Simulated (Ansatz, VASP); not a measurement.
## One calculation of NbAl2C2, two programs

The input INCAR:

```
ALGO = Normal
EDIFF = 1E-6
ENCUT = 520
GGA = PE
ISIF = 2
ISMEAR = 0
LASPH = T
LCHARG = F
LREAL = F
LWAVE = F
NBANDS = 22
NELM = 60
PREC = Accurate
SIGMA = 0.1
```

KPOINTS

```
k-points
0
Gamma
  6 6 4
```

The input POSCAR:

```
NbAl2C2
1.0
    3.4901982800      0.0000000000      0.0000000000
   -1.7450991400      3.0226003700      0.0000000000
    0.0000000000      0.0000000000      6.8994612600
Al Nb C
2 1 2
Direct
    0.3333333300      0.6666666700      0.0000000000
    0.6666666700      0.3333333300      0.0000000000
    0.0000000000      0.0000000000      0.5000000000
    0.0000000000      0.0000000000      0.9019414100
    0.0000000000      0.0000000000      0.0980585900
```

Input for Ansatz:

```yaml
crystal:
  lattice:
    - [3.49019828, 0.0, 0.0]
    - [-1.74509914, 3.02260037, 0.0]
    - [0.0, 0.0, 6.89946126]
  atoms:
    - { symbol: Al, position: [0.33333333, 0.66666667, 0.0] }
    - { symbol: Al, position: [0.66666667, 0.33333333, 0.0] }
    - { symbol: Nb, position: [0.0, 0.0, 0.5] }
    - { symbol: C, position: [0.0, 0.0, 0.90194141] }
    - { symbol: C, position: [0.0, 0.0, 0.09805859] }
basis:
  ecutwfc: 420
kpoints:
  mp_grid: { grid: [6, 6, 4] }
hamiltonian:
  xc: pbe
scf:
  occupations: { method: gaussian, width: 0.1 }
  lower_state_search: "off"
output:
  forces: true
  stress: true
  eigenvalues: true
```

Alike in both runs: task single point; functional PBE; k mesh 6 × 6 × 4; occupations gaussian, width 0.1 eV; no spin polarisation.

|  | VASP | Ansatz |
| --- | --- | --- |
| version | VASP 6.6.1 | Ansatz 0.2.0 |
| potentials or method | VASP PAW PBE potentials, release 64 (Al, Nb_sv, C), cutoff 520 eV | scalar-relativistic, plane waves, PAW |
| valence electrons in the cell | 27 | 27 |

|  | VASP | Ansatz | Ansatz less VASP |
| --- | --- | --- | --- |
| gap on the k mesh at the Fermi level (eV) | none | none | - |
| rms of the force components (eV/Å) | 3.542 | 3.501 | -0.0403 |

Atom by atom the forces differ by 0.040 eV/Å (rms over components). A gap of «none» marks a metal or a gap that the smearing closes.
